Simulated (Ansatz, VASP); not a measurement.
## Mg3Cd2Se5: VASP beside Ansatz

```
Mg Cd Se
1.0
    -1.98322    1.98322   14.04099
     1.98322   -1.98322   14.04099
     1.98322    1.98322  -14.04099
Mg Cd Se
3 2 5
Cartesian
  0.0000 0.0000 25.3442
  0.0000 0.0000 14.0410
  0.0000 0.0000 2.7378
  0.0000 0.0000 19.6305
  0.0000 0.0000 8.4515
  0.0000 0.0000 22.5390
  0.0000 0.0000 11.3189
  0.0000 0.0000 0.0000
  0.0000 0.0000 16.7631
  0.0000 0.0000 5.5430
```

Alike in both runs: functional PBE; k mesh 6 × 6 × 6; occupations gaussian, width 0.1 eV; no spin polarisation.

Ansatz relaxed the structure, and its values are those at the end. VASP's run is a single point on that final structure, the one shown.

|  | VASP | Ansatz |
| --- | --- | --- |
| version | VASP 6.6.1 | Ansatz 0.2.0 |
| potentials or method | VASP PAW PBE potentials, release 64 (Mg, Cd, Se), cutoff 520 eV | scalar-relativistic, plane waves, PAW |
| valence electrons in the cell | 60 | 150 |

```tsv
	VASP	Ansatz	Ansatz less VASP
gap on the k mesh at the Fermi level (eV)	0.34	0.35	+0.011
least direct gap on the mesh (eV)	0.71	0.73	+0.017
pressure (GPa)	0.1	0.0	-0.09
rms of the force components (eV/Å)	0.011	0.009	-0.0020
```

The functional is the same, so the differences come from potentials, cutoffs and numerics. VASP's potentials hold 60 valence electrons a cell and Ansatz's 150, so a difference there can come from the potentials and not from the codes.
